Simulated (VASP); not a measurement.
## Li2Se: single point with PBE

Crystal: Li2Se.

```
Li Se
1.0
     0.00000    2.85237    2.85237
     2.85237    0.00000    2.85237
     2.85237    2.85237    0.00000
Li Se
2 1
Cartesian
  1.4262 1.4262 1.4262
  4.2786 4.2786 4.2786
  0.0000 0.0000 0.0000
```

This cell differs from its parent crystal: strain -0.050 along x and y, -0.050 along z.

| Quantity | Value |
| --- | --- |
| Program | VASP 6.6.1 |
| Task | single point |
| Functional | PBE |
| Potentials or basis | VASP PAW PBE potentials, release 64 (Li_sv, Se) |
| Cutoff | 750 eV |
| k mesh | 8 × 8 × 8 |
| Occupations | gaussian, width 0.05 eV |
| Spin | no spin polarisation |
| Dipole correction | no |
| Further INCAR settings | ALGO = Normal; EDIFF = 1e-06; NBANDS = 13 |

The pressure is 7.0 GPa and the band gap on the k mesh is 2.81 eV, indirect (least direct gap 4.08 eV).

Levels at points of the mesh, in eV from the valence-band top:
| k point | band 3 | band 4 | band 5 | band 6 | band 7 | band 8 | band 9 | band 10 |
| --- | --- | --- | --- | --- | --- | --- | --- | --- |
| (0.00, 0.00, 0.00) | -11.84 | 0.00 | 0.00 | 0.00 | 4.08 | 5.67 | 5.67 | 5.67 |
| (0.50, 0.00, 0.00) | -11.35 | -3.47 | -0.66 | -0.66 | 5.76 | 6.01 | 6.01 | 8.60 |
| (0.50, 0.50, 0.00) | -11.20 | -2.66 | -1.79 | -1.79 | 2.81 | 6.57 | 11.38 | 11.38 |

Wall time 22 s on 1 thread of AMD EPYC 9R45 96-Core Processor (Zen 5) (shared host), peak memory 0.18 GiB.

Caveat: the cell differs from its parent crystal (strain -0.050 along x and y, -0.050 along z). A k mesh can miss the band edges.
